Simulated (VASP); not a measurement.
Crystal: NaF.

```
Na F
1.0
     0.00000    2.25122    2.31520
     2.25122    0.00000    2.31520
     2.25122    2.25122    0.00000
Na F
1 1
Cartesian
  0.0000 0.0000 0.0000
  2.2512 2.2512 2.3152
```

This cell differs from its parent crystal: epitaxial xy strain -2.0%.

Base run:

| Quantity | Value |
| --- | --- |
| Program | VASP 6.6.1 |
| Functional | r2SCAN |
| Potentials or basis | VASP PAW PBE potentials, release 64 (Na_pv, F) |
| Cutoff | 520 eV |
| k mesh | 10 × 10 × 10 |
| Occupations | gaussian, width 0.01 eV |
| Spin | no spin polarisation |

Its results: band gap on the k mesh 7.51 eV; pressure 1.3 GPa.

The run is repeated on the same cell with these changes: functional from r2SCAN to HSE06; k mesh from 10 × 10 × 10 to 6 × 6 × 6. What comes out?

Band gap on the k mesh 8.80 eV; pressure 3.8 GPa.

Several settings changed at once.

Caveats: the PAW data sets were made with another functional, which shifts forces and pressure a little; the cell stands under pressure (at least some runs).

A k mesh can miss the band edges.
